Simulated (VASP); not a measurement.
# Ca8HF16 (a cell with a defect) in VASP: single point with PBE

Aim: the single point of Ca8HF16 (a cell with a defect) with PBE.

Everything below comes from runs of VASP 6.6.1. Logs are shortened: lines on timing, memory, paths and dates and some standing lists are left out, and cuts for length are marked.

### Step 1. The cell of the first run

The cell holds a defect, 25 atoms: a = 7.795 Å, b = 7.795 Å, c = 7.795 Å, α = 60.00°, β = 60.00°, γ = 60.00°.

### Step 2. Single point, PBE, collinear spin (with an interstitial atom, then relaxed in part)

File INCAR:

```
SYSTEM = Ca8HF16
  ALGO = Normal
  EDIFF = 1E-6
  ENCUT = 520
  GGA = PE
  GGA_COMPAT = .FALSE.
  ISIF = 2
  ISMEAR = 0
  ISPIN = 2
  KPAR = 2
  LASPH = .TRUE.
  LCHARG = .FALSE.
  LORBIT = 11
  LREAL = .FALSE.
  LWAVE = .FALSE.
  MAGMOM = 0.077 0 0.077 0 0 0 0.077 0.077 0 0 0 0.077 0 0.077 0.077 0.077 0 0 0 0.077 0 0.077 0.077 0.077 0.077
  NBANDS = 118
  NCORE = 2
  NELM = 200
  PREC = Accurate
  SIGMA = 0.01
```

File KPOINTS:

```
k-points
0
G
  2 2 2
  0 0 0
```

File POSCAR:

```
Ca8HF16
1.0
    0.0000000000     -5.5117620964     -5.5117620964
   -5.5117620964     -5.5117620964      0.0000000000
   -5.5117620964      0.0000000000     -5.5117620964
Ca F H
8 16 1
Direct
    0.0005552962      0.4989286102      0.4995975983
    0.0007120601      0.9999480614      0.4997431405
    0.0006266751      0.4987188204      1.0008650114
    0.0002075160      0.9995151738      1.0002135478
    0.5000815871      0.4993855969      0.5002361059
    0.4995019511      1.0000661232      0.4996905324
    0.4993862374      0.4988599014      1.0007646007
    0.4996883757      0.9999037263      1.0008760689
    0.1254744429      0.1249933996      0.1256362470
    0.1250079566      0.6234537817      0.1252396307
    0.1257990985      0.1247830516      0.6241677595
    0.1292253505      0.6227700083      0.6242543182
    0.6240198009      0.1245918256      0.1260413649
    0.6241422659      0.6228468737      0.1294628936
    0.6233415390      0.1285960043      0.6235495164
    0.6235362140      0.6232086153      0.6238582402
    0.3744273302      0.3745033006      0.3743694927
    0.3745196526      0.8755624979      0.3749399820
    0.3749979287      0.3736600583      0.8764715686
    0.3711160802      0.8754485546      0.8770763175
    0.8763816474      0.3736791528      0.3753389430
    0.8767929714      0.8755506594      0.3711958752
    0.8761988176      0.3703475503      0.8765527871
    0.8762401627      0.8763737391      0.8762236446
    0.7501737507      0.7497546941      0.7503159278
```

Potentials or basis: VASP PAW PBE potentials, release 64 (Ca_sv, F, H).

The run is started by

```bash
> cat potpaw_PBE.64/Ca_sv/POTCAR potpaw_PBE.64/F/POTCAR potpaw_PBE.64/H/POTCAR > POTCAR
> mpirun -np 4 vasp_std > vasp.out
```

OUTCAR:

```text
SYSTEM = Ca8HF16
   EDIFF = 1E-6
   ENCUT = 520
   GGA = PE
   ISIF = 2
   ISMEAR = 0
   ISPIN = 2
   LASPH = .TRUE.
   LORBIT = 11
   LREAL = .FALSE.
   NELM = 200
   PREC = Accurate

 ion  position               nearest neighbor table
   1  0.001  0.499  0.500-  21 2.38  17 2.38  11 2.38  10 2.38  22 2.40  23 2.40  16 2.40  12 2.40

   2  0.001  1.000  0.500-  21 2.38  18 2.38   9 2.38  11 2.38  24 2.40  22 2.40  12 2.40  15 2.40

   3  0.001  0.499  0.001-  10 2.38   9 2.38  19 2.38  21 2.38  14 2.40  12 2.40  23 2.40  24 2.40
[... 12 lines left out ...]
  10  0.125  0.623  0.125-   3 2.38   1 2.38   7 2.38   4 2.39
  11  0.126  0.125  0.624-   6 2.38   1 2.38   2 2.38   4 2.39
  12  0.129  0.623  0.624-   5 2.36   3 2.40   1 2.40   2 2.40
  13  0.624  0.125  0.126-   6 2.38   8 2.38   7 2.38   4 2.39
  14  0.624  0.623  0.129-   5 2.36   3 2.40   8 2.40   7 2.40
[... 8 lines left out ...]
  23  0.876  0.370  0.877-   4 2.36   7 2.40   1 2.40   3 2.40
  24  0.876  0.876  0.876-   4 2.36   2 2.40   8 2.40   3 2.40
  25  0.750  0.750  0.750-

  LATTYP: Found a face centered cubic cell.
 ALAT       =    11.0235241928

  Lattice vectors:

 A1 = (   0.0000000000,  -5.5117620964,  -5.5117620964)
 A2 = (  -5.5117620964,  -5.5117620964,   0.0000000000)
 A3 = (  -5.5117620964,   0.0000000000,  -5.5117620964)

Analysis of symmetry for initial positions (statically):
=====================================================================
 Subroutine PRICEL returns:
 Original cell was already a primitive cell.

 Routine SETGRP: Setting up the symmetry group for a
 face centered cubic supercell.

 Subroutine GETGRP returns: Found  1 space group operations
 (whereof  1 operations were pure point group operations)
 out of a pool of 48 trial point group operations.

The static configuration has the point symmetry C_1 .

Analysis of symmetry for dynamics (positions and initial velocities):
=====================================================================
 Subroutine PRICEL returns:
 Original cell was already a primitive cell.

 Routine SETGRP: Setting up the symmetry group for a
 face centered cubic supercell.

 Subroutine GETGRP returns: Found  1 space group operations
 (whereof  1 operations were pure point group operations)
 out of a pool of 48 trial point group operations.

The dynamic configuration has the point symmetry C_1 .

Analysis of structural, dynamic, and magnetic symmetry:
=====================================================================
 Subroutine PRICEL returns:
 Original cell was already a primitive cell.

 Routine SETGRP: Setting up the symmetry group for a
 face centered cubic supercell.

 Subroutine GETGRP returns: Found  1 space group operations
 (whereof  1 operations were pure point group operations)
 out of a pool of 48 trial point group operations.

The overall configuration has the point symmetry C_1 .

 Subroutine INISYM returns: Found  1 space group operations
 (whereof  1 operations are pure point group operations),
 and found     1 'primitive' translations

----------------------------------------------------------------------------------------

                                     Primitive cell

  volume of cell :     334.8894

  direct lattice vectors                    reciprocal lattice vectors
     0.000000000 -5.511762096 -5.511762096     0.090715091 -0.090715091 -0.090715091
    -5.511762096 -5.511762096  0.000000000    -0.090715091 -0.090715091  0.090715091
    -5.511762096  0.000000000 -5.511762096    -0.090715091  0.090715091 -0.090715091

  length of vectors
     7.794808709  7.794808709  7.794808709     0.157123147  0.157123147  0.157123147

  position of ions in fractional coordinates (direct lattice)
     0.000555296  0.498928610  0.499597598
     0.000712060  0.999948061  0.499743141
     0.000626675  0.498718820  0.000865011
     0.000207516  0.999515174  0.000213548
     0.500081587  0.499385597  0.500236106
     0.499501951  0.000066123  0.499690532
[... 17 lines left out ...]
     0.876240163  0.876373739  0.876223645
     0.750173751  0.749754694  0.750315928

  ion indices of the primitive-cell ions
   primitive index   ion index
                 1           1
                 2           2
[... 63 lines left out ...]
   dimension x,y,z NGX =    60 NGY =   60 NGZ =   60
   dimension x,y,z NGXF=   120 NGYF=  120 NGZF=  120
   ions per type =               8  16   1
   NGX,Y,Z   is equivalent  to a cutoff of  12.80, 12.80, 12.80 a.u.
   NGXF,Y,Z  is equivalent  to a cutoff of  25.59, 25.59, 25.59 a.u.
 SYSTEM =  Ca8HF16
   PREC   = accura    normal or accurate (medium, high low for compatibility)
   ISTART =      0    job   : 0-new  1-cont  2-samecut
   ICHARG =      2    charge: 1-file 2-atom 10-const
   ISPIN  =      2    spin polarized calculation?
   LNONCOLLINEAR =      F non collinear calculations
   LSORBIT =      F    spin-orbit coupling
   LASPH  =      T    aspherical Exc in radial PAW
   ENCUT  =  520.0 eV  38.22 Ry    6.18 a.u.  14.49 14.49 14.49*2*pi/ulx,y,z
   NELM   =    200;   NELMIN=  2; NELMDL= -5     # of ELM steps
   EDIFF  = 0.1E-05   stopping-criterion for ELM
   LREAL  =      F    real-space projection
   EDIFFG = 0.1E-04   stopping-criterion for IOM
   NSW    =      0    number of steps for IOM
   IBRION =     -1    ionic relax: 0-MD 1-quasi-New 2-CG
   NFREE  =      0    steps in history (QN), initial steepest desc. (CG)
   ISIF   =      2    stress and relaxation
   ISYM   =      2    0-nonsym 1-usesym 2-fastsym
   POTIM  = 0.5000    time-step for ionic-motion
   TEBEG  =    0.0;   TEEND  =   0.0 temperature during run
   PSTRESS=    0.0 pullay stress
   NELECT =     193.0000    total number of electrons
   NUPDOWN=      -1.0000    fix difference up-down
   EMIN   =  10.00;   EMAX   =-10.00  energy-range for DOS
   EFERMI =   0.00;   METHOD = LEGACY
   ISMEAR =     0;   SIGMA  =   0.01  broadening in eV -4-tet -1-fermi 0-gaus
   EFERMI_NEDOS =   21; number of points for ismear=-14 and -15
   IALGO  =     38    algorithm
   IMIX   =      4    mixing-type and parameters
     AMIX     =   0.40;   BMIX     =  1.00
     AMIX_MAG =   1.60;   BMIX_MAG =  1.00
  volume/ion in A,a.u.               =      13.40        90.40
  Fermi-wavevector in a.u.,A,eV,Ry     =   1.362365  2.574497 25.252935  1.856038
  Thomas-Fermi vector in A             =   2.488861
   LORBIT       =     11    0 simple, 1 ext, 2 COOP (PROOUT), +10 PAW based schemes
   GGA     = PE    functional components
   LHFCALC =     F    Hartree Fock is set to
   AEXX    =    0.0000 exact exchange contribution
   IVDW    =     0    specifies the selected vdW correction
   LEPSILON=     F    determine dielectric tensor
   LRPA    =     F    only Hartree local field effects (RPA)
 spin polarized calculation
 Gauss-broadening in eV      SIGMA  =   0.01
  energy-cutoff  :      520.00
  volume of cell :      334.89
 maximum number of plane-waves:      9185
 NGX is ok and might be reduce to    60
   NGX = 29   NGY = 29   NGZ = 29

 number of electron     193.0000000 magnetization       0.9999998

 Free energy of the ion-electron system (eV)
  ---------------------------------------------------
  ext. energy  EPLUGINS =         0.00000000
  ---------------------------------------------------
  free energy    TOTEN  =      -139.50357705 eV

  energy without entropy =     -139.50357705  energy(sigma->0) =     -139.50357705

 E-fermi :   0.4780     XC(G=0):  -9.5820

 val. band max:        0.3798612563   @ k =   0.5000   0.0000   0.0000
 cond. band min:       3.7166594311   @ k =   0.0000   0.0000   0.0000
 fundamental gap:      3.3367981747
 Fermi energy:         0.4780004158

 spin component 1

 k-point     1 :       0.0000    0.0000    0.0000
  band No.  band energies     occupation
      1     -37.2249      1.00000
      2     -37.2035      1.00000
      3     -37.2034      1.00000
      4     -37.2031      1.00000
      5     -37.1940      1.00000
      6     -37.1938      1.00000
[... 877 lines left out ...]
    107       8.0441      0.00000
    108       8.1148      0.00000
 Fermi energy:         0.4780004158

 spin component 2

 k-point     1 :       0.0000    0.0000    0.0000
  band No.  band energies     occupation
      1     -37.2245      1.00000
      2     -37.2031      1.00000
      3     -37.2030      1.00000
      4     -37.2027      1.00000
      5     -37.1936      1.00000
      6     -37.1934      1.00000
[... 877 lines left out ...]
    107       8.1354      0.00000
    108       8.1360      0.00000
 [bands above 108 left out]

------------------------ aborting loop because EDIFF is reached ----------------------------------------

  FORCE on cell =-STRESS in cart. coord.  units (eV):
  Direction    XX          YY          ZZ          XY          YZ          ZX
  --------------------------------------------------------------------------------------
  -------------------------------------------------------------------------------------
  Total        1.5939136      1.5943840      1.5939938      0.0010877     -0.0022469     -0.0007164
  in kB        7.6255992      7.6278498      7.6259827      0.0052039     -0.0107494     -0.0034276
  external PRESSURE =       7.6264772 kB  Pullay stress =       0.0000000 kB

 VOLUME and BASIS-vectors are now :
 -----------------------------------------------------------------------------
  energy-cutoff  :      520.00
  volume of cell :      334.89
      direct lattice vectors                 reciprocal lattice vectors
     0.000000000 -5.511762096 -5.511762096     0.090715091 -0.090715091 -0.090715091
    -5.511762096 -5.511762096  0.000000000    -0.090715091 -0.090715091  0.090715091
    -5.511762096  0.000000000 -5.511762096    -0.090715091  0.090715091 -0.090715091

 POSITION                                       TOTAL-FORCE (eV/Angst)
 -----------------------------------------------------------------------------------
     -5.50364     -2.75304     -2.75672         0.000515     -0.000549     -0.003290
     -8.26594     -5.51540     -2.75839         0.000035     -0.000932      0.000518
     -2.75359     -2.75227     -0.00822        -0.001353     -0.003047     -0.000620
     -5.51027     -5.51023     -0.00232         0.000473      0.004967      0.001941
     -5.50968     -5.50883     -5.51351        -0.000700      0.001285     -0.000029
     -2.75454     -2.75350     -5.50731         0.002004      0.001890      0.001385
[... 17 lines left out ...]
     -9.65990     -9.65999     -9.65916         0.006014      0.007490      0.001168
     -8.26803     -8.26725     -8.27034         0.002237      0.002262      0.000590
 -----------------------------------------------------------------------------------
    total drift:                               -0.000078     -0.000123      0.000041

  FREE ENERGIE OF THE ION-ELECTRON SYSTEM (eV)
  ---------------------------------------------------
  free  energy   TOTEN  =      -139.5035770478 eV

  energy  without entropy=     -139.5035770478  energy(sigma->0) =     -139.50357705

 total charge

# of ion       s       p       d       tot
------------------------------------------
    1        2.019   5.866   0.204   8.089
    2        2.019   5.866   0.204   8.089
    3        2.019   5.866   0.204   8.089
    4        2.020   5.868   0.209   8.097
    5        2.020   5.868   0.209   8.097
    6        2.019   5.866   0.204   8.089
[... 17 lines left out ...]
   24        1.734   4.382   0.000   6.116
   25        0.409   0.002   0.000   0.412
--------------------------------------------------
tot         44.299 117.072   1.643 163.015

 magnetization (x)

# of ion       s       p       d       tot
------------------------------------------
    1       -0.000   0.000   0.000   0.000
    2       -0.000   0.000   0.000   0.000
    3       -0.000   0.000   0.000   0.000
    4        0.000   0.001   0.002   0.003
    5        0.000   0.001   0.002   0.003
    6       -0.000   0.000   0.000   0.000
[... 17 lines left out ...]
   24        0.001   0.019   0.000   0.020
   25        0.369   0.001   0.000   0.370
--------------------------------------------------
tot          0.378   0.153   0.005   0.537
```

Wall time 5.8 min (4 MPI ranks of Intel Xeon Platinum 8259CL at 2.50GHz (Skylake/Cascade Lake), shared host); peak memory 0.55 GiB.

Results:

* Free energy: -139.5036 eV
* Pressure: 0.8 GPa
* Largest force: 0.011 eV/Å
* Band gap on the k mesh: 3.34 eV
* Net moment: 1.00 μB per cell
* Site moments: Ca +0.00; F +0.00, +0.02 (each value once); H +0.37 μB
* Valence electrons inside the program's atomic spheres: Ca 8.09, 8.10 (each value once); F 6.12; H 0.41

Forces on the atoms (eV/Å):
```
Ca   0.001 -0.001 -0.003
Ca   0.000 -0.001  0.001
Ca  -0.001 -0.003 -0.001
Ca   0.000  0.005  0.002
Ca  -0.001  0.001  0.000
Ca   0.002  0.002  0.001
Ca   0.000  0.000 -0.003
Ca  -0.003  0.002  0.002
F    0.001  0.001  0.001
F    0.001 -0.001 -0.009
F    0.003  0.000  0.001
F   -0.004  0.004  0.007
F    0.001  0.002  0.006
F    0.004 -0.004  0.008
F    0.003  0.001 -0.011
F   -0.005 -0.007 -0.004
F   -0.002  0.002 -0.002
F    0.001 -0.003  0.002
F   -0.004 -0.001 -0.002
F    0.004 -0.006 -0.001
F    0.003 -0.001  0.005
F   -0.006  0.004 -0.004
F   -0.006 -0.007  0.003
F    0.006  0.007  0.001
H    0.002  0.002  0.001
```

Caveat: the k points lie up to 0.49 Å⁻¹ apart; the cell differs from its parent crystal (with an interstitial atom, then relaxed in part).
